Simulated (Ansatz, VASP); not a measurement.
Ge in VASP and in Ansatz

The input INCAR:

```
PREC     = Accurate       # precision mode
ENCUT    = 520            # plane-wave cutoff, eV
EDIFF    = 1E-6           # SCF threshold, eV
ISMEAR   = -1             # smearing method
SIGMA    = 0.02           # smearing width, eV
LREAL    = F              # projectors in reciprocal space
LASPH    = T              # aspherical terms in the spheres
NELM     = 80             # most SCF steps
ALGO     = Normal         # electronic algorithm
ISIF     = 2              # what is computed and relaxed
LWAVE    = F              # write WAVECAR
LCHARG   = F              # write CHGCAR
GGA      = PE             # functional
NBANDS   = 21             # bands
```

File KPOINTS:

```
Automatic mesh
0
Gamma
  8 8 8
```

POSCAR

```
Ge
1.0
    0.0567374702      2.8368735118      2.8368735118
    2.8368735118      0.0567374702      2.8368735118
    2.8936109821      2.8936109821      0.0000000001
Ge
2
Direct
    0.0024595096      0.0024595096     -0.0024595096
    0.2475404904      0.2475404904      0.2524595096
```

Input for Ansatz:

```yaml
crystal:
  lattice:
    - [0.0567374702, 2.8368735118, 2.8368735118]
    - [2.8368735118, 0.0567374702, 2.8368735118]
    - [2.8936109821, 2.8936109821, 1.0e-10]
  atoms:
    - { symbol: Ge, position: [0.0024595096, 0.0024595096, -0.0024595096] }
    - { symbol: Ge, position: [0.2475404904, 0.2475404904, 0.2524595096] }
kpoints:
  mp_grid: { grid: [8, 8, 8] }
  band_path:
    path:
      - [0.0, 0.0, 0.0]
      - [0.5, 0.0, 0.5]
      - [0.625, 0.25, 0.625]
      - [0.375, 0.375, 0.75]
      - [0.5, 0.5, 0.5]
      - [0.5, 0.25, 0.75]
      - [-0.010132, -0.010132, -0.020264]
      - [0.0, 0.5, 0.0]
    npoints: 1
hamiltonian:
  xc: pbe
scf:
  occupations: { method: fermi_dirac, width: 0.02 }
  n_extra_bands: 4
output:
  forces: true
  stress: true
  eigenvalues: true
  write_density: true
  write_potential: true
  elf: true
  volumetric_format: npy
```

Change from the starting cell: shear_xy strain +4.0%.

Alike in both runs: task single point; functional PBE; k mesh 8 × 8 × 8; occupations fermi-dirac, width 0.02 eV; no spin polarisation.

|  | VASP | Ansatz |
| --- | --- | --- |
| version | VASP 6.6.1 | Ansatz 0.2.0 |
| potentials or method | VASP PAW PBE potentials, release 64 (Ge_d) | plane waves, PAW |
| plane-wave cutoff (eV) | 520 | 420 |
| valence electrons in the cell | 28 | 28 |

```csv
,VASP,Ansatz,Ansatz less VASP
pressure (GPa),3.1,3.1,+0.04
"traceless stress, the component that is largest in VASP (GPa)",-2.44,-2.43,+0.005
rms of the force components (eV/Å),0.029,0.030,+0.0009
```

Atom by atom the forces differ by 0.001 eV/Å (rms over components). The functional is the same, so the differences come from potentials, cutoffs and numerics.
